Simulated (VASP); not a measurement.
# BiN (P-6m2) in VASP: density of states with PBE

Aim: the density of states of BiN with PBE.

Everything below comes from runs of VASP 6.6.1. Logs are shortened: lines on timing, memory, paths and dates and some standing lists are left out, and cuts for length are marked.

### 1 The cell of the first run

Symmetry: P-6m2, No. 187, hexagonal system. The conventional cell has a = 3.489 Å, b = 3.489 Å, c = 3.265 Å, α = 90.00°, β = 90.00°, γ = 120.00°. Within 3.4 Å of Bi (site symmetry -6m2) lie 6 N at 2.59 Å and 2 Bi at 3.27 Å. Within 3.4 Å of N (site symmetry -6m2) lie 6 Bi at 2.59 Å and 2 N at 3.27 Å.

### 2 Density of states, PBE

Input file POSCAR:

```
BiN
1.0
    3.4893699739      0.0000000000      0.0000000000
   -1.7446849870      3.0218830406      0.0000000000
    0.0000000000      0.0000000000      3.2651770091
Bi N
1 1
Direct
    0.0000000000      0.0000000000      0.0000000000
    0.6666666667      0.3333333333      0.5000000000
```

Input file INCAR.step1:

```
SYSTEM = BiN
  PREC = Accurate
  ENCUT = 520
  EDIFF = 1E-6
  ISMEAR = 0
  SIGMA = 0.05
  LREAL = .False.
  LASPH = .True.
  NELM = 80
  ALGO = Normal
  ISIF = 2
  LWAVE = .False.
  LCHARG = .True.
  GGA = PE
  NBANDS = 17
```

Input file KPOINTS.step1:

```
regular mesh
0
Gamma
  12 12 10
  0 0 0
```

Input file INCAR.step2:

```
SYSTEM = BiN
  PREC = Accurate
  ENCUT = 520
  EDIFF = 1E-6
  ISMEAR = -5
  SIGMA = 0.05
  LREAL = .False.
  LASPH = .True.
  NELM = 80
  ALGO = Normal
  ISIF = 2
  LWAVE = .False.
  LCHARG = .False.
  GGA = PE
  LORBIT = 11
  NEDOS = 2001
  ICHARG = 11
```

Input file KPOINTS.step2:

```
regular mesh
0
Gamma
  18 18 15
  0 0 0
```

Potentials or basis: VASP PAW PBE potentials, release 64 (Bi_d, N).

Command:

```
$ cat potpaw_PBE.64/Bi_d/POTCAR potpaw_PBE.64/N/POTCAR > POTCAR
$ cp INCAR.step1 INCAR
$ cp KPOINTS.step1 KPOINTS
$ mpirun -np 1 vasp_std > vasp.out
$ cp INCAR.step2 INCAR
$ cp KPOINTS.step2 KPOINTS
$ mpirun -np 1 vasp_std > vasp.out
```

OUTCAR:

```text
SYSTEM = BiN
   PREC = Accurate
   ENCUT = 520
   EDIFF = 1E-6
   ISMEAR = -5
   LREAL = .False.
   LASPH = .True.
   NELM = 80
   ISIF = 2
   GGA = PE
   LORBIT = 11
   ICHARG = 11

 ion  position               nearest neighbor table
   1  0.000  0.000  0.000-   2 2.59   2 2.59   2 2.59   2 2.59   2 2.59   2 2.59
   2  0.667  0.333  0.500-   1 2.59   1 2.59   1 2.59   1 2.59   1 2.59   1 2.59

  LATTYP: Found a hexagonal cell.
 ALAT       =     3.4893699739
 C/A-ratio  =     0.9357497295

  Lattice vectors:

 A1 = (   3.4893699739,   0.0000000000,   0.0000000000)
 A2 = (  -1.7446849870,   3.0218830406,   0.0000000000)
 A3 = (   0.0000000000,   0.0000000000,   3.2651770091)

Analysis of symmetry for initial positions (statically):
=====================================================================
 Subroutine PRICEL returns:
 Original cell was already a primitive cell.

 Routine SETGRP: Setting up the symmetry group for a
 hexagonal supercell.

 Subroutine GETGRP returns: Found 12 space group operations
 (whereof 12 operations were pure point group operations)
 out of a pool of 24 trial point group operations.

The static configuration has the point symmetry D_3h.

Analysis of symmetry for dynamics (positions and initial velocities):
=====================================================================
 Subroutine PRICEL returns:
 Original cell was already a primitive cell.

 Routine SETGRP: Setting up the symmetry group for a
 hexagonal supercell.

 Subroutine GETGRP returns: Found 12 space group operations
 (whereof 12 operations were pure point group operations)
 out of a pool of 24 trial point group operations.

The dynamic configuration has the point symmetry D_3h.

 Subroutine INISYM returns: Found 12 space group operations
 (whereof 12 operations are pure point group operations),
 and found     1 'primitive' translations

----------------------------------------------------------------------------------------

                                     Primitive cell

  volume of cell :      34.4296

  direct lattice vectors                    reciprocal lattice vectors
     3.489369974  0.000000000  0.000000000     0.286584686  0.165459746  0.000000000
    -1.744684987  3.021883041  0.000000000     0.000000000  0.330919492  0.000000000
     0.000000000  0.000000000  3.265177009     0.000000000  0.000000000  0.306262110

  length of vectors
     3.489369974  3.489369974  3.265177009     0.330919492  0.330919492  0.306262110

  position of ions in fractional coordinates (direct lattice)
     0.000000000  0.000000000  0.000000000
     0.666666667  0.333333333  0.500000000

  ion indices of the primitive-cell ions
   primitive index   ion index
                 1           1
[... 91 lines left out ...]
   EFERMI_NEDOS =   21; number of points for ismear=-14 and -15
   IALGO  =     38    algorithm
   IMIX   =      4    mixing-type and parameters
     AMIX     =   0.40;   BMIX     =  1.00
     AMIX_MAG =   1.60;   BMIX_MAG =  1.00
  volume/ion in A,a.u.               =      17.21       116.17
  Fermi-wavevector in a.u.,A,eV,Ry     =   1.365970  2.581308 25.386742  1.865873
  Thomas-Fermi vector in A             =   2.492151
   LORBIT       =     11    0 simple, 1 ext, 2 COOP (PROOUT), +10 PAW based schemes
   GGA     = PE    functional components
   LHFCALC =     F    Hartree Fock is set to
   AEXX    =    0.0000 exact exchange contribution
   IVDW    =     0    specifies the selected vdW correction
   LEPSILON=     F    determine dielectric tensor
   LRPA    =     F    only Hartree local field effects (RPA)
 non-spin polarized calculation
 Fermi weights with tetrahedron method with Bloechl corrections
  energy-cutoff  :      520.00
  volume of cell :       34.43
 maximum number of plane-waves:       948
 NGX is ok and might be reduce to    28

 number of electron      20.0000000 magnetization

 Free energy of the ion-electron system (eV)
  ---------------------------------------------------
  ext. energy  EPLUGINS =         0.00000000
  ---------------------------------------------------
  free energy    TOTEN  =       -10.25469101 eV

  energy without entropy =      -10.25469101  energy(sigma->0) =      -10.25469101

 E-fermi :   8.3457     XC(G=0): -11.1553

 val. band max:        8.4125997468   @ k =   0.2222   0.2222   0.1333
 cond. band min:       8.3253661377   @ k =   0.3333   0.1667   0.4667
 fundamental gap:     -0.0872336091
 Fermi energy:         8.3456594360

 k-point     1 :       0.0000    0.0000    0.0000
  band No.  band energies     occupation
      1     -14.8321      2.00000
      2     -14.6959      2.00000
      3     -14.6959      2.00000
      4     -14.5163      2.00000
      5     -14.5162      2.00000
      6      -7.7246      2.00000
      7       0.6414      2.00000
      8       5.9090      2.00000
      9       6.8217      2.00000
     10       6.8217      2.00000
     11      12.9457      0.00000
     12      12.9457      0.00000
     13      15.7020      0.00000
     14      15.8251      0.00000
[... 377 lines left out ...]
      1     -14.7857      2.00000
      2     -14.6884      2.00000
      3     -14.5798      2.00000
      4     -14.5600      2.00000
      5     -14.5356      2.00000
      6      -5.4581      2.00000
      7      -2.4158      2.00000
      8       4.2180      2.00000
      9       7.0224      2.00000
     10       7.2941      2.00000
     11      10.1185      0.00000
     12      13.2172      0.00000
     13      13.8803      0.00000
     14      16.5319      0.00000

 [... further k-points ...]
[... 5 lines left out ...]
  --------------------------------------------------------------------------------------
  -------------------------------------------------------------------------------------
  Total        0.0574197      0.0574197     -0.0344159     -0.0000000      0.0000000      0.0000000
  in kB        2.6720234      2.6720234     -1.6015417     -0.0000000      0.0000000      0.0000000
  external PRESSURE =       1.2475017 kB  Pullay stress =       0.0000000 kB

 VOLUME and BASIS-vectors are now :
 -----------------------------------------------------------------------------
  energy-cutoff  :      520.00
  volume of cell :       34.43
      direct lattice vectors                 reciprocal lattice vectors
     3.489369974  0.000000000  0.000000000     0.286584686  0.165459746  0.000000000
    -1.744684987  3.021883041  0.000000000     0.000000000  0.330919492  0.000000000
     0.000000000  0.000000000  3.265177009     0.000000000  0.000000000  0.306262110

 POSITION                                       TOTAL-FORCE (eV/Angst)
 -----------------------------------------------------------------------------------
      0.00000      0.00000      0.00000        -0.000000      0.000000      0.000000
      1.74468      1.00729      1.63259         0.000000     -0.000000      0.000000
 -----------------------------------------------------------------------------------
    total drift:                               -0.000327      0.000189      0.000000

  FREE ENERGIE OF THE ION-ELECTRON SYSTEM (eV)
  ---------------------------------------------------
  free  energy   TOTEN  =       -10.2546910085 eV

  energy  without entropy=      -10.2546910085  energy(sigma->0) =      -10.25469101

 total charge

# of ion       s       p       d       tot
------------------------------------------
    1        1.621   1.016   9.984  12.621
    2        1.311   2.211   0.000   3.522
--------------------------------------------------
tot          2.932   3.227   9.984  16.143
```

OSZICAR.step1:

```text
N       E                     dE             d eps       ncg     rms          rms(c)
DAV:   1     0.166498755205E+03    0.16650E+03   -0.10737E+04  3924   0.145E+03
DAV:   2     0.111446337478E+00   -0.16639E+03   -0.16030E+03  4250   0.375E+02
DAV:   3    -0.121667772065E+02   -0.12278E+02   -0.12162E+02  4559   0.102E+02
DAV:   4    -0.124420831150E+02   -0.27531E+00   -0.27511E+00  4820   0.161E+01
DAV:   5    -0.124508159768E+02   -0.87329E-02   -0.87325E-02  5379   0.266E+00    0.841E+00
DAV:   6    -0.107053240328E+02    0.17455E+01   -0.19696E+01  5601   0.236E+01    0.520E+00
DAV:   7    -0.102681534136E+02    0.43717E+00   -0.26357E+00  4452   0.824E+00    0.164E+00
DAV:   8    -0.102994635273E+02   -0.31310E-01   -0.45988E-01  4107   0.460E+00    0.219E+00
DAV:   9    -0.102578893231E+02    0.41574E-01   -0.74289E-02  4092   0.186E+00    0.323E-01
DAV:  10    -0.102578836856E+02    0.56375E-05   -0.17242E-03  5014   0.310E-01    0.178E-01
DAV:  11    -0.102579877023E+02   -0.10402E-03   -0.15788E-04  4276   0.114E-01    0.574E-02
DAV:  12    -0.102579840898E+02    0.36125E-05   -0.48699E-05  4713   0.387E-02    0.618E-03
DAV:  13    -0.102579834774E+02    0.61235E-06   -0.14539E-06  3919   0.935E-03
   1 F= -.10257983E+02 E0= -.10257727E+02  d E =-.513677E-03
```

Run time: 57 s. Hardware: 1 thread of Intel Xeon 6975P-C (Granite Rapids), shared host; peak memory 0.26 GiB.

Results:

| Quantity | Value |
| --- | --- |
| Valence electrons inside the program's atomic spheres | Bi 12.62; N 3.52 |

Caveat: spin-orbit coupling is left out, which moves the levels of the heavy elements; tetrahedron occupations give inexact forces and stress in metals.
